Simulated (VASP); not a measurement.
Here is a VASP 6.6.1 calculation.

INCAR

```
AGGAC = 1.0 ; AGGAX = 1.0
ALDAC = 0.0 ; ALDAX = 1.0
ALGO = Normal ; EDIFF = 1E-7
ENCUT = 520 ; GGA = B5
ISIF = 2 ; ISMEAR = -1
IVDW = 12 ; LASPH = True
LCHARG = True ; LELF = True
LREAL = False ; LVHAR = True
LWAVE = False ; NBANDS = 16
NELM = 100 ; PREC = Accurate
SIGMA = 0.05 ; VDW_A1 = 0.4298
VDW_A2 = 4.2359 ; VDW_S6 = 1.0
VDW_S8 = 2.6996
```

File KPOINTS:

```
k-points
0
Gamma
  7 7 5
```

Contents of POSCAR:

```
CdS
1.0
    3.7384559812      0.0000000000      0.0000000000
   -1.8692279906      3.2375978506      0.0000000000
    0.0000000000      0.0000000000      3.4468565405
Cd S
1 1
Direct
    0.0000000000      0.0000000000      0.6884767281
    0.6666666667      0.3333333333      0.1885232719
```

Potentials or basis: VASP PAW PBE potentials, release 64 (Cd, S).

Launch:

```console
$ cat potpaw_PBE.64/Cd/POTCAR potpaw_PBE.64/S/POTCAR > POTCAR
$ mpirun -np 1 vasp_std > vasp.out
```

(1) What does it give for the pressure?

(2) What does it give for the band gap on the k mesh?

(3) Predict the dispersion energy per atom.

Results:

(1) 0.5 GPa.

(2) zero (band 9 reaches 3.66 eV, above the bottom of band 10 at 3.52 eV).

(3) -0.821 eV.

Caveat: the k points lie up to 0.36 Å⁻¹ apart; the PAW data sets were made with another functional, which shifts forces and pressure a little; pairwise dispersion overbinds metals, which lowers pressure and volume.
